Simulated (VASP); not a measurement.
Pt, 1 atom in the cell. It takes space group Im-3m (No. 229, cubic). Conventional cell: a = 3.163 Å, b = 3.163 Å, c = 3.163 Å, α = 90.00°, β = 90.00°, γ = 90.00°. Pt (site symmetry m-3m) has 14 Pt at 2.74 to 3.16 Å within 3.6 Å. This isn't the form of Pt at room conditions, which is fcc.

```yaml
Program: VASP 6.6.1
Task: single point
Functional: PBE
Potentials_or_basis: VASP PAW PBE potentials, release 64 (Pt)
Cutoff: 520 eV
k_mesh: 18 × 18 × 18
Occupations: fermi-dirac, width 0.05 eV
Spin: no spin polarisation
Dipole_correction: no
Further_INCAR_settings: ALGO = Normal; EDIFF = 1e-07; NBANDS = 11
```

Potentials or basis: VASP PAW PBE potentials, release 64 (Pt).

Run with:

```bash
$ cat potpaw_PBE.64/Pt/POTCAR > POTCAR
$ mpirun -np 1 vasp_std > vasp.out
```

Hardware: 1 thread of Intel Xeon 8259CL, on a shared host.

Task: Estimate the wall time of this run.

Result: It took 41 s on 1 thread of Intel Xeon 8259CL, with other jobs on the host, peak memory 0.15 GiB. Counts: scf iterations 12, k points 195.
